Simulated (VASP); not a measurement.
# Ba (I4/mcm) in VASP: single point with PBEsol

Aim: the single point of Ba with PBEsol.

All numbers are computed with VASP 6.6.1; they aren't measurements. Logs are shortened: lines on timing, memory, paths and dates and some standing lists are left out, and cuts for length are marked.

**1. The cell of the first run**

The structure is tetragonal, space group I4/mcm (No. 140). Conventional cell: a = 8.505 Å, b = 8.505 Å, c = 7.315 Å, α = 90.00°, β = 90.00°, γ = 90.00°. Ba (site symmetry m2m) has 11 Ba at 3.96 to 4.61 Å within 5.2 Å.

**2. Single point, PBEsol (Sr replaced by Ba, lengths x 1.062, strained)**

INCAR

```
PREC = Accurate
ENCUT = 520
EDIFF = 1E-6
ISMEAR = 0
SIGMA = 0.1
LREAL = False
LASPH = True
NELM = 100
ALGO = Normal
ISIF = 2
LWAVE = False
LCHARG = True
GGA = PS
LELF = True
LVHAR = True
NBANDS = 28
```

KPOINTS

```
Automatic mesh
0
Gamma
  4 4 4
```

POSCAR

```
Ba
1.0
   -4.2525805074      4.2525805074      3.6577222300
    4.2525805074     -4.2525805074      3.6577222300
    4.2525805074      4.2525805074     -3.6577222300
Ba
4
Direct
    0.1645495200      0.6645495200      0.8290990300
    0.8354504800      0.3354504800      0.1709009700
    0.6645495200      0.8354504800      0.5000000000
    0.3354504800      0.1645495200      0.5000000000
```

Potentials or basis: VASP PAW PBE potentials, release 64 (Ba_sv).

Started as:

```sh
cat potpaw_PBE.64/Ba_sv/POTCAR > POTCAR
mpirun -np 1 vasp_std > vasp.out
```

OUTCAR:

```text
PREC = Accurate
   ENCUT = 520
   EDIFF = 1E-6
   ISMEAR = 0
   LREAL = False
   LASPH = True
   NELM = 100
   ISIF = 2
   GGA = PS

 ion  position               nearest neighbor table
   1  0.165  0.665  0.829-   2 3.96   2 4.20   2 4.20   4 4.49   3 4.49   3 4.49   4 4.49   4 4.61
                             3 4.61   3 4.61   4 4.61
   2  0.835  0.335  0.171-   1 3.96   1 4.20   1 4.20   4 4.49   3 4.49   4 4.49   3 4.49   3 4.61
                             4 4.61   4 4.61   3 4.61
   3  0.665  0.835  0.500-   4 3.96   4 4.20   4 4.20   2 4.49   1 4.49   2 4.49   1 4.49   1 4.61
                             2 4.61   1 4.61   2 4.61
   4  0.335  0.165  0.500-   3 3.96   3 4.20   3 4.20   2 4.49   1 4.49   2 4.49   1 4.49   1 4.61
                             2 4.61   1 4.61   2 4.61

  LATTYP: Found a body centered tetragonal cell.
 ALAT       =     8.5051610148
 C/A-ratio  =     0.8601182796

  Lattice vectors:

 A1 = (  -4.2525805074,   4.2525805074,   3.6577222300)
 A2 = (   4.2525805074,  -4.2525805074,   3.6577222300)
 A3 = (   4.2525805074,   4.2525805074,  -3.6577222300)

Analysis of symmetry for initial positions (statically):
=====================================================================
 Subroutine PRICEL returns:
 Original cell was already a primitive cell.

 Routine SETGRP: Setting up the symmetry group for a
 body centered tetragonal supercell.

 Subroutine GETGRP returns: Found 16 space group operations
 (whereof  8 operations were pure point group operations)
 out of a pool of 16 trial point group operations.

The static configuration has the point symmetry C_4h.
 The point group associated with its full space group is D_4h.

Analysis of symmetry for dynamics (positions and initial velocities):
=====================================================================
 Subroutine PRICEL returns:
 Original cell was already a primitive cell.

 Routine SETGRP: Setting up the symmetry group for a
 body centered tetragonal supercell.

 Subroutine GETGRP returns: Found 16 space group operations
 (whereof  8 operations were pure point group operations)
 out of a pool of 16 trial point group operations.

The dynamic configuration has the point symmetry C_4h.
 The point group associated with its full space group is D_4h.

 Subroutine INISYM returns: Found 16 space group operations
 (whereof  8 operations are pure point group operations),
 and found     1 'primitive' translations

----------------------------------------------------------------------------------------

                                     Primitive cell

  volume of cell :     264.5914

  direct lattice vectors                    reciprocal lattice vectors
    -4.252580507  4.252580507  3.657722230     0.000000000  0.117575669  0.136697094
     4.252580507 -4.252580507  3.657722230     0.117575669  0.000000000  0.136697094
     4.252580507  4.252580507 -3.657722230     0.117575669  0.117575669  0.000000000

  length of vectors
     7.039020802  7.039020802  7.039020802     0.180305667  0.180305667  0.166277106

  position of ions in fractional coordinates (direct lattice)
     0.164549520  0.664549520  0.829099030
     0.835450480  0.335450480  0.170900970
     0.664549520  0.835450480  0.500000000
     0.335450480  0.164549520  0.500000000

  ion indices of the primitive-cell ions
   primitive index   ion index
                 1           1
                 2           2
                 3           3
                 4           4

----------------------------------------------------------------------------------------

 KPOINTS: Automatic mesh

Automatic generation of k-mesh.
 Grid dimensions read from file:
 generate k-points for:    4    4    4

 Generating k-lattice:

  Cartesian coordinates                     Fractional coordinates (reciprocal lattice)
     0.000000000  0.029393917  0.034174274     0.250000000 -0.000000000  0.000000000
     0.029393917  0.000000000  0.034174274    -0.000000000  0.250000000  0.000000000
     0.029393917  0.029393917  0.000000000     0.000000000  0.000000000  0.250000000

  Length of vectors
     0.045076417  0.045076417  0.041569277

  Shift w.r.t. Gamma in fractional coordinates (k-lattice)
     0.000000000  0.000000000  0.000000000

 Subroutine IBZKPT returns following result:
 ===========================================

 Found     13 irreducible k-points:

 Following reciprocal coordinates:
            Coordinates               Weight
  0.000000  0.000000  0.000000      1.000000
  0.250000  0.000000 -0.000000      8.000000
  0.500000  0.000000 -0.000000      4.000000
  0.250000  0.250000 -0.000000      8.000000
  0.500000  0.250000 -0.000000     16.000000
 -0.250000  0.250000  0.000000      4.000000
  0.500000  0.500000 -0.000000      2.000000
  0.250000  0.250000  0.250000      2.000000
 -0.250000  0.250000  0.250000      4.000000
  0.500000  0.500000  0.250000      4.000000
 -0.250000  0.500000  0.250000      8.000000
 -0.250000 -0.250000  0.250000      2.000000
  0.500000  0.500000  0.500000      1.000000
   k-points           NKPTS =     13   k-points in BZ     NKDIM =     13   number of bands    NBANDS=     28
   number of dos      NEDOS =    301   number of ions     NIONS =      4
   total plane-waves  NPLWV = 157464
   dimension x,y,z NGX =    54 NGY =   54 NGZ =   54
   dimension x,y,z NGXF=   108 NGYF=  108 NGZF=  108
   ions per type =               4
   NGX,Y,Z   is equivalent  to a cutoff of  12.75, 12.75, 12.75 a.u.
   NGXF,Y,Z  is equivalent  to a cutoff of  25.51, 25.51, 25.51 a.u.
 SYSTEM =  unknown system
   PREC   = accura    normal or accurate (medium, high low for compatibility)
   ISTART =      0    job   : 0-new  1-cont  2-samecut
   ICHARG =      2    charge: 1-file 2-atom 10-const
   ISPIN  =      1    spin polarized calculation?
   LNONCOLLINEAR =      F non collinear calculations
   LSORBIT =      F    spin-orbit coupling
   LASPH  =      T    aspherical Exc in radial PAW
   ENCUT  =  520.0 eV  38.22 Ry    6.18 a.u.  13.09 13.09 13.09*2*pi/ulx,y,z
   NELM   =    100;   NELMIN=  2; NELMDL= -5     # of ELM steps
   EDIFF  = 0.1E-05   stopping-criterion for ELM
   LREAL  =      F    real-space projection
   EDIFFG = 0.1E-04   stopping-criterion for IOM
   NSW    =      0    number of steps for IOM
   IBRION =     -1    ionic relax: 0-MD 1-quasi-New 2-CG
   NFREE  =      0    steps in history (QN), initial steepest desc. (CG)
   ISIF   =      2    stress and relaxation
   ISYM   =      2    0-nonsym 1-usesym 2-fastsym
   POTIM  = 0.5000    time-step for ionic-motion
   TEBEG  =    0.0;   TEEND  =   0.0 temperature during run
   PSTRESS=    0.0 pullay stress
   NELECT =      40.0000    total number of electrons
   NUPDOWN=      -1.0000    fix difference up-down
   EMIN   =  10.00;   EMAX   =-10.00  energy-range for DOS
   EFERMI =   0.00;   METHOD = LEGACY
   ISMEAR =     0;   SIGMA  =   0.10  broadening in eV -4-tet -1-fermi 0-gaus
   EFERMI_NEDOS =   21; number of points for ismear=-14 and -15
   IALGO  =     38    algorithm
   IMIX   =      4    mixing-type and parameters
     AMIX     =   0.40;   BMIX     =  1.00
     AMIX_MAG =   1.60;   BMIX_MAG =  1.00
  volume/ion in A,a.u.               =      66.15       446.39
  Fermi-wavevector in a.u.,A,eV,Ry     =   0.872107  1.648042 10.348181  0.760570
  Thomas-Fermi vector in A             =   1.991309
   LORBIT       =      0    0 simple, 1 ext, 2 COOP (PROOUT), +10 PAW based schemes
   GGA     = PS    functional components
   LHFCALC =     F    Hartree Fock is set to
   AEXX    =    0.0000 exact exchange contribution
   IVDW    =     0    specifies the selected vdW correction
   LEPSILON=     F    determine dielectric tensor
   LRPA    =     F    only Hartree local field effects (RPA)
 non-spin polarized calculation
 Gauss-broadening in eV      SIGMA  =   0.10
  energy-cutoff  :      520.00
  volume of cell :      264.59
 maximum number of plane-waves:      7146
 NGX is ok and might be reduce to    54
   NGX = 27   NGY = 27   NGZ = 27

 number of electron      40.0000000 magnetization

 Free energy of the ion-electron system (eV)
  ---------------------------------------------------
  ext. energy  EPLUGINS =         0.00000000
  ---------------------------------------------------
  free energy    TOTEN  =        -7.93618648 eV

  energy without entropy =       -7.90542311  energy(sigma->0) =       -7.92080479

 E-fermi :   1.3339     XC(G=0):  -7.3035

 val. band max:        1.3136897858   @ k =  -0.2500   0.2500   0.2500
 cond. band min:       1.3729336082   @ k =   0.5000   0.5000  -0.0000
 fundamental gap:      0.0592438224
 Fermi energy:         1.3338763377

 k-point     1 :       0.0000    0.0000    0.0000
  band No.  band energies     occupation
      1     -27.5879      2.00000
      2     -27.5450      2.00000
      3     -27.5083      2.00000
      4     -27.5083      2.00000
      5     -13.0047      2.00000
      6     -12.8780      2.00000
[... 20 lines left out ...]
     27       2.7200      0.00000
     28       2.9978      0.00000

 k-point     2 :       0.2500    0.0000   -0.0000
  band No.  band energies     occupation
      1     -27.5767      2.00000
      2     -27.5443      2.00000
      3     -27.5154      2.00000
      4     -27.5134      2.00000
      5     -13.0226      2.00000
      6     -12.9471      2.00000
[... 20 lines left out ...]
     27       2.8483      0.00000
     28       2.9631      0.00000

 k-point     3 :       0.5000    0.0000   -0.0000
  band No.  band energies     occupation
      1     -27.5533      2.00000
      2     -27.5533      2.00000
      3     -27.5218      2.00000
      4     -27.5218      2.00000
      5     -13.0120      2.00000
      6     -13.0120      2.00000
[... 275 lines left out ...]
      3     -27.5230      2.00000
      4     -27.5230      2.00000
      5     -13.0818      2.00000
      6     -12.8512      2.00000
[... 20 lines left out ...]
     27       3.0364      0.00000
     28       3.1161      0.00000

 k-point    13 :       0.5000    0.5000    0.5000
  band No.  band energies     occupation
      1     -27.5407      2.00000
      2     -27.5377      2.00000
      3     -27.5377      2.00000
      4     -27.5341      2.00000
      5     -13.0190      2.00000
      6     -13.0092      2.00000
[... 20 lines left out ...]
     27       2.5249      0.00000
     28       2.8412      0.00000

------------------------ aborting loop because EDIFF is reached ----------------------------------------

  FORCE on cell =-STRESS in cart. coord.  units (eV):
  Direction    XX          YY          ZZ          XY          YZ          ZX
  --------------------------------------------------------------------------------------
  -------------------------------------------------------------------------------------
  Total       -0.7672276     -0.7672276     -0.3325856      0.0000000     -0.0000000      0.0000000
  in kB       -4.6457840     -4.6457840     -2.0139017      0.0000000     -0.0000000      0.0000000
  external PRESSURE =      -3.7684899 kB  Pullay stress =       0.0000000 kB

 VOLUME and BASIS-vectors are now :
 -----------------------------------------------------------------------------
  energy-cutoff  :      520.00
  volume of cell :      264.59
      direct lattice vectors                 reciprocal lattice vectors
    -4.252580507  4.252580507  3.657722230     0.000000000  0.117575669  0.136697094
     4.252580507 -4.252580507  3.657722230     0.117575669  0.000000000  0.136697094
     4.252580507  4.252580507 -3.657722230     0.117575669  0.117575669  0.000000000

 POSITION                                       TOTAL-FORCE (eV/Angst)
 -----------------------------------------------------------------------------------
      5.65210      1.39952      0.00000         0.153962      0.153962      0.000000
     -1.39952      2.85306      3.65772        -0.153962     -0.153962     -0.000000
      2.85306      1.39952      3.65772        -0.153962      0.153962      0.000000
      1.39952      2.85306      0.00000         0.153962     -0.153962      0.000000
 -----------------------------------------------------------------------------------
    total drift:                                0.000008     -0.000003     -0.000022

  FREE ENERGIE OF THE ION-ELECTRON SYSTEM (eV)
  ---------------------------------------------------
  free  energy   TOTEN  =        -7.9361864780 eV

  energy  without entropy=       -7.9054231108  energy(sigma->0) =       -7.92080479
```

It took 58 s on 1 thread of Intel Xeon 6975P-C (Granite Rapids), shared host; peak memory 0.39 GiB.

What came out:

```
Free energy            : -7.9362 eV
Pressure               : -0.4 GPa
Largest force          : 0.218 eV/Å
Band gap on the k mesh : zero (band 20 reaches 1.42 eV, above the bottom of band 21 at 1.30 eV)
```

Forces in eV/Å, atoms in the order of the input:
```
Ba   0.154  0.154  0.000
Ba  -0.154 -0.154  0.000
Ba  -0.154  0.154  0.000
Ba   0.154 -0.154  0.000
```

Stress tensor (GPa, compression positive):
```
-0.46  0.00  0.00
 0.00 -0.46  0.00
 0.00  0.00 -0.20
```

Caveat: the cell differs from its parent crystal (Sr replaced by Ba, lengths x 1.062, strained); the PAW data sets were made with another functional, which shifts forces and pressure a little; spin-orbit coupling is left out, which moves the levels of the heavy elements.
